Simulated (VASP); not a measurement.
Here is a VASP 6.6.1 calculation.

Contents of INCAR:

```
PREC = Accurate
ENCUT = 600
EDIFF = 1E-6
ISMEAR = 0
SIGMA = 0.1
LREAL = False
LASPH = True
NELM = 100
ALGO = Normal
ISIF = 3
LWAVE = False
LCHARG = False
GGA = PE
IBRION = 2
NSW = 100
EDIFFG = -0.01
LUSENCCL = False
```

File KPOINTS:

```
regular mesh
0
Gamma
  20 20 20
```

POSCAR

```
SbS
1.0
   -2.0555841661      2.0555841661      2.8754337514
    2.0555841661     -2.0555841661      2.8754337514
    2.0555841661      2.0555841661     -2.8754337514
Sb S
1 1
Direct
    0.0000000000      0.0000000000      0.0000000000
    0.5000000000      0.5000000000      0.0000000000
```

Potentials or basis: VASP PAW PBE potentials, release 64 (Sb, S).

Launch:

```bash
$ cat potpaw_PBE.64/Sb/POTCAR potpaw_PBE.64/S/POTCAR > POTCAR
$ mpirun -np 1 vasp_std > vasp.out
```

(1) Estimate the space group after relaxing (to 0.1 Å).

(2) What does it give for the relaxed volume?

(3) What does it give for the relaxed cell?

Results:

(1) Fm-3m (No. 225).

(2) 24.12 Å³/atom.

(3) a = 4.086 Å, b = 4.086 Å, c = 4.086 Å, α = 120.00°, β = 120.00°, γ = 90.00°.

Caveat: an odd number of electrons without spin polarisation forces a metal; a magnetic or distorted state may lie lower.
